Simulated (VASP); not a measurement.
# CuSi16 (a cell with a defect) in VASP: relaxation of the atoms with PBEsol

Aim: the relaxation of the atoms of CuSi16 (a cell with a defect) with PBEsol.

Program: VASP 6.6.1. These are calculated values, not measurements. Logs are shortened: lines on timing, memory, paths and dates and some standing lists are left out, and cuts for length are marked.

## (1) The cell of the first run

The cell holds a defect, 17 atoms: a = 7.679 Å, b = 7.679 Å, c = 7.679 Å, α = 60.00°, β = 60.00°, γ = 60.00°.

## (2) Relaxation of the atoms, PBEsol

The input, INCAR:

```
SYSTEM = CuSi16
PREC = Accurate
ENCUT = 520
EDIFF = 1E-6
ISMEAR = 0
SIGMA = 0.02
LREAL = Auto
LASPH = .True.
NELM = 60
ALGO = Normal
ISIF = 2
LWAVE = .False.
LCHARG = .False.
GGA = PS
IBRION = 2
NSW = 80
EDIFFG = -0.03
NELECT = 74.0
```

The input, KPOINTS:

```
Automatic mesh
0
Gamma
  2 2 2
  0 0 0
```

The input, POSCAR:

```
CuSi16
1.0
    0.0000000000      5.4300000000      5.4300000000
    5.4300000000      0.0000000000      5.4300000000
    5.4300000000      5.4300000000      0.0000000000
Si Cu
16 1
Direct
    0.0000000000      0.0000000000      0.0000000000
    0.1250000000      0.1250000000      0.1250000000
    0.0000000000      0.0000000000      0.5000000000
    0.1250000000      0.1250000000      0.6250000000
    0.0000000000      0.5000000000      0.0000000000
    0.1250000000      0.6250000000      0.1250000000
    0.0000000000      0.5000000000      0.5000000000
    0.1250000000      0.6250000000      0.6250000000
    0.5000000000      0.0000000000      0.0000000000
    0.6250000000      0.1250000000      0.1250000000
    0.5000000000      0.0000000000      0.5000000000
    0.6250000000      0.1250000000      0.6250000000
    0.5000000000      0.5000000000      0.0000000000
    0.6250000000      0.6250000000      0.1250000000
    0.5000000000      0.5000000000      0.5000000000
    0.6250000000      0.6250000000      0.6250000000
    0.2454511000      0.2521037600      0.2570618700
```

Potentials or basis: VASP PAW PBE potentials, release 64 (Si, Cu).

Launch:

```
$ cat potpaw_PBE.64/Si/POTCAR potpaw_PBE.64/Cu/POTCAR > POTCAR
$ mpirun -np 1 vasp_std > vasp.out
```

OUTCAR:

```text
SYSTEM = CuSi16
   PREC = Accurate
   ENCUT = 520
   EDIFF = 1E-6
   ISMEAR = 0
   LREAL = Auto
   LASPH = .True.
   NELM = 60
   ISIF = 2
   GGA = PS
   IBRION = 2
   NSW = 80
   EDIFFG = -0.03
   NELECT = 74.0

 ion  position               nearest neighbor table
   1  0.000  0.000  0.000-   2 2.35   4 2.35   6 2.35  10 2.35
   2  0.125  0.125  0.125-   1 2.35   3 2.35   5 2.35   9 2.35  17 2.38
   3  0.000  0.000  0.500-   2 2.35   4 2.35   8 2.35  12 2.35  17 2.70
   4  0.125  0.125  0.625-  17 2.31   3 2.35   7 2.35  11 2.35   1 2.35
   5  0.000  0.500  0.000-   2 2.35   6 2.35   8 2.35  14 2.35  17 2.73
   6  0.125  0.625  0.125-  17 2.34   5 2.35   7 2.35  13 2.35   1 2.35
   7  0.000  0.500  0.500-   4 2.35   6 2.35   8 2.35  16 2.35  17 2.67
   8  0.125  0.625  0.625-   3 2.35   5 2.35   7 2.35  15 2.35
   9  0.500  0.000  0.000-   2 2.35  10 2.35  12 2.35  14 2.35  17 2.76
  10  0.625  0.125  0.125-   1 2.35   9 2.35  11 2.35  13 2.35  17 2.38
  11  0.500  0.000  0.500-   4 2.35  10 2.35  12 2.35  16 2.35  17 2.70
  12  0.625  0.125  0.625-   3 2.35   9 2.35  11 2.35  15 2.35
  13  0.500  0.500  0.000-   6 2.35  10 2.35  14 2.35  16 2.35  17 2.73
  14  0.625  0.625  0.125-   5 2.35   9 2.35  13 2.35  15 2.35
  15  0.500  0.500  0.500-   8 2.35  12 2.35  14 2.35  16 2.35
  16  0.625  0.625  0.625-   7 2.35  11 2.35  13 2.35  15 2.35
  17  0.245  0.252  0.257-   4 2.31   6 2.34  10 2.38   2 2.38   7 2.67  11 2.70   3 2.70  13 2.73
                             5 2.73   9 2.76

  LATTYP: Found a face centered cubic cell.
 ALAT       =    10.8600000000

  Lattice vectors:

 A1 = (   0.0000000000,   5.4300000000,   5.4300000000)
 A2 = (   5.4300000000,   0.0000000000,   5.4300000000)
 A3 = (   5.4300000000,   5.4300000000,   0.0000000000)

Analysis of symmetry for initial positions (statically):
=====================================================================
 Subroutine PRICEL returns:
 Original cell was already a primitive cell.

 Routine SETGRP: Setting up the symmetry group for a
 face centered cubic supercell.

 Subroutine GETGRP returns: Found  1 space group operations
 (whereof  1 operations were pure point group operations)
 out of a pool of 48 trial point group operations.

The static configuration has the point symmetry C_1 .

Analysis of symmetry for dynamics (positions and initial velocities):
=====================================================================
 Subroutine PRICEL returns:
 Original cell was already a primitive cell.

 Routine SETGRP: Setting up the symmetry group for a
 face centered cubic supercell.

 Subroutine GETGRP returns: Found  1 space group operations
 (whereof  1 operations were pure point group operations)
 out of a pool of 48 trial point group operations.

The dynamic configuration has the point symmetry C_1 .
[... 120 lines left out ...]
   POTIM  = 0.5000    time-step for ionic-motion
   TEBEG  =    0.0;   TEEND  =   0.0 temperature during run
   PSTRESS=    0.0 pullay stress
   NELECT =      74.0000    total number of electrons
   NUPDOWN=      -1.0000    fix difference up-down
   EMIN   =  10.00;   EMAX   =-10.00  energy-range for DOS
   EFERMI =   0.00;   METHOD = LEGACY
   ISMEAR =     0;   SIGMA  =   0.02  broadening in eV -4-tet -1-fermi 0-gaus
   EFERMI_NEDOS =   21; number of points for ismear=-14 and -15
   IALGO  =     38    algorithm
   IMIX   =      4    mixing-type and parameters
     AMIX     =   0.40;   BMIX     =  1.00
     AMIX_MAG =   1.60;   BMIX_MAG =  1.00
  volume/ion in A,a.u.               =      18.84       127.11
  Fermi-wavevector in a.u.,A,eV,Ry     =   1.004636  1.898488 13.732283  1.009294
  Thomas-Fermi vector in A             =   2.137265
   LORBIT       =      0    0 simple, 1 ext, 2 COOP (PROOUT), +10 PAW based schemes
   GGA     = PS    functional components
   LHFCALC =     F    Hartree Fock is set to
   AEXX    =    0.0000 exact exchange contribution
   IVDW    =     0    specifies the selected vdW correction
   LEPSILON=     F    determine dielectric tensor
   LRPA    =     F    only Hartree local field effects (RPA)
 conjugate gradient relaxation of ions
 non-spin polarized calculation
 Gauss-broadening in eV      SIGMA  =   0.02
  energy-cutoff  :      520.00
  volume of cell :      320.21
 maximum number of plane-waves:      8646
 NGX is ok and might be reduce to    60
   NGX = 29   NGY = 29   NGZ = 29

--------------------------------------- Ionic step        1  -------------------------------------------

 number of electron      74.0000002 magnetization

 Free energy of the ion-electron system (eV)
  ---------------------------------------------------
  ext. energy  EPLUGINS =         0.00000000
  ---------------------------------------------------
  free energy    TOTEN  =       -99.94180550 eV

  energy without entropy =      -99.93819073  energy(sigma->0) =      -99.93999811

------------------------ aborting loop because EDIFF is reached ----------------------------------------

  FORCE on cell =-STRESS in cart. coord.  units (eV):
  Direction    XX          YY          ZZ          XY          YZ          ZX
  --------------------------------------------------------------------------------------
  -------------------------------------------------------------------------------------
  Total       -4.6389394     -4.6386154     -4.6384283      0.0962931     -0.3175574     -0.0982443
  in kB      -23.2113180    -23.2096968    -23.2087602      0.4818106     -1.5889250     -0.4915736
  external PRESSURE =     -23.2099250 kB  Pullay stress =       0.0000000 kB
[... 134 lines left out ...]
  FREE ENERGIE OF THE ION-ELECTRON SYSTEM (eV)
  ---------------------------------------------------
  free  energy   TOTEN  =      -100.0288054852 eV

  energy  without entropy=     -100.0260449353  energy(sigma->0) =     -100.02742521

[... ionic steps 4 to 32 ...]

--------------------------------------- Ionic step       33  -------------------------------------------

 number of electron      74.0000003 magnetization

------------------------ aborting loop because EDIFF is reached ----------------------------------------
[... 97 lines left out ...]
--------------------------------------- Ionic step       35  -------------------------------------------

 number of electron      74.0000004 magnetization

 Free energy of the ion-electron system (eV)
  ---------------------------------------------------
  ext. energy  EPLUGINS =         0.00000000
  ---------------------------------------------------
  free energy    TOTEN  =      -100.07981184 eV

  energy without entropy =     -100.07981184  energy(sigma->0) =     -100.07981184

 E-fermi :   6.2747     XC(G=0):  -9.7560

 val. band max:        6.1582653826   @ k =   0.0000   0.0000   0.0000
 cond. band min:       6.5233448063   @ k =   0.0000   0.0000   0.0000
 fundamental gap:      0.3650794237
 Fermi energy:         6.2747024614

 k-point     1 :       0.0000    0.0000    0.0000
  band No.  band energies     occupation
      1      -5.9704      2.00000
      2      -3.6144      2.00000
      3      -3.5491      2.00000
      4      -3.5284      2.00000
      5      -3.5258      2.00000
      6      -2.1113      2.00000
[... 425 lines left out ...]
  FREE ENERGIE OF THE ION-ELECTRON SYSTEM (eV)
  ---------------------------------------------------
  free  energy   TOTEN  =      -100.0798118386 eV

  energy  without entropy=     -100.0798118386  energy(sigma->0) =     -100.07981184

 reached required accuracy - stopping structural energy minimisation
```

It took 58 min on 1 thread of Oxide Virtual Turin-like, shared host; peak memory 0.52 GiB.

What came out:

| Property | Result |
| --- | --- |
| Free energy | -100.0798 eV |
| Energy gained by relaxing | 8.1 meV/atom |
| Ionic steps | 35 |
| Largest force after relaxing | 0.021 eV/Å |

Forces on the atoms (eV/Å):
```
Si   0.001  0.005 -0.006
Si  -0.003  0.000 -0.003
Si   0.003  0.002  0.001
Si   0.000  0.001 -0.001
Si   0.002 -0.004 -0.002
Si   0.004 -0.002  0.002
Si  -0.005 -0.001  0.001
Si   0.005 -0.004 -0.003
Si  -0.001  0.001 -0.001
Si  -0.003  0.004  0.000
Si   0.003  0.000 -0.002
Si   0.012 -0.011  0.010
Si   0.002  0.002  0.004
Si  -0.005 -0.001  0.001
Si   0.001  0.007 -0.006
Si   0.005  0.003  0.004
Cu  -0.021 -0.001  0.001
```

Step by step:
| step | energy change (eV) | largest force (eV/Å) | pressure (GPa) |
| --- | --- | --- | --- |
| 1 | 0.0000 | 0.9456 | -2.32 |
| 2 | -0.0870 | 0.1752 | -2.71 |
| 3 | -0.0870 | 0.1749 | -2.71 |
| 4 | -0.0906 | 0.0782 | -2.70 |
| 5 | -0.0913 | 0.0791 | -2.70 |
| 6 | -0.0926 | 0.0634 | -2.70 |
| 7 | -0.0930 | 0.0801 | -2.68 |
| 8 | -0.0940 | 0.0601 | -2.67 |
| 9 | -0.0944 | 0.0752 | -2.68 |
| 10 | -0.0955 | 0.0768 | -2.71 |
| 11 | -0.0960 | 0.0792 | -2.72 |
| 12 | -0.0968 | 0.0817 | -2.71 |
| 13 | -0.0989 | 0.0888 | -2.73 |
| 14 | -0.1008 | 0.1299 | -2.73 |
| 15 | -0.1016 | 0.1282 | -2.73 |
| 16 | -0.1040 | 0.1234 | -2.74 |
| 17 | -0.1084 | 0.1189 | -2.75 |
| 18 | -0.1151 | 0.1312 | -2.78 |
| 19 | -0.1116 | 0.2288 | -2.87 |
| 20 | -0.1170 | 0.1623 | -2.81 |
| 21 | -0.1226 | 0.1005 | -2.84 |
| 22 | -0.1234 | 0.1370 | -2.89 |
| 23 | -0.1255 | 0.0975 | -2.89 |
| 24 | -0.1268 | 0.1162 | -2.92 |
| 25 | -0.1289 | 0.0932 | -2.91 |
| 26 | -0.1327 | 0.0899 | -2.92 |
| 27 | -0.1294 | 0.2670 | -2.96 |
| 28 | -0.1333 | 0.1284 | -2.93 |
| 29 | -0.1357 | 0.0700 | -2.96 |
| 30 | -0.1363 | 0.0761 | -2.96 |
| 31 | -0.1371 | 0.0555 | -2.94 |
| 32 | -0.1373 | 0.0617 | -2.94 |
| 33 | -0.1378 | 0.0337 | -2.94 |
| 34 | -0.1378 | 0.0377 | -2.92 |
| 35 | -0.1380 | 0.0213 | -2.94 |

Final structure:
```cif
data_structure
_symmetry_space_group_name_H-M 'P 1'
_symmetry_Int_Tables_number 1
_cell_length_a 7.6792
_cell_length_b 7.6792
_cell_length_c 7.6792
_cell_angle_alpha 60.000
_cell_angle_beta 60.000
_cell_angle_gamma 60.000
_cell_volume 320.21
loop_
_atom_site_label
_atom_site_type_symbol
_atom_site_fract_x
_atom_site_fract_y
_atom_site_fract_z
_atom_site_occupancy
Si1 Si 0.98537 0.99053 0.03878 1
Si2 Si 0.13252 0.13139 0.11962 1
Si3 Si 0.00227 0.00017 0.50747 1
Si4 Si 0.11094 0.11154 0.66658 1
Si5 Si 0.00405 0.50691 0.98416 1
Si6 Si 0.12940 0.62187 0.11931 1
Si7 Si 0.99992 0.49178 0.50835 1
Si8 Si 0.13507 0.62771 0.60949 1
Si9 Si 0.50736 0.00133 0.98396 1
Si10 Si 0.61653 0.13137 0.11960 1
Si11 Si 0.49009 0.00017 0.50748 1
Si12 Si 0.62985 0.13091 0.60939 1
Si13 Si 0.50489 0.50689 0.98415 1
Si14 Si 0.63093 0.62836 0.10977 1
Si15 Si 0.50689 0.50305 0.48313 1
Si16 Si 0.62770 0.62771 0.60948 1
Cu1 Cu 0.23167 0.24042 0.29635 1
```

Levels at points of the mesh, in eV from the Fermi level:
```
           k point  band 34  band 35  band 36  band 37  band 38  band 39  band 40  band 41
(0.00, 0.00, 0.00)    -0.84    -0.65    -0.13    -0.12     0.25     0.55     0.56     0.58
(0.50, 0.00, 0.00)    -0.82    -0.78    -0.71    -0.62     0.58     1.04     1.24     1.29
(0.00, 0.50, 0.00)    -0.83    -0.78    -0.71    -0.66     0.59     1.06     1.24     1.29
(0.00, 0.00, 0.50)    -0.85    -0.85    -0.67    -0.66     0.39     1.23     1.28     1.29
(0.50, 0.50, 0.50)    -0.82    -0.78    -0.71    -0.62     0.58     1.04     1.24     1.29
(0.50, 0.50, 0.00)    -1.45    -1.38    -1.34    -0.93     0.66     1.02     2.00     2.04
(0.00, 0.50, 0.50)    -1.46    -1.37    -1.34    -0.91     0.65     1.02     2.00     2.05
(0.50, 0.00, 0.50)    -1.45    -1.38    -1.34    -0.93     0.66     1.02     2.00     2.04
```

Caveat: the k points lie up to 0.50 Å⁻¹ apart; the cell carries a net charge on a neutralising background, which shifts energy and pressure; the cell is charged against a uniform background, so pressure and absolute levels hang on convention; the PAW data sets were made with another functional, which shifts forces and pressure a little.
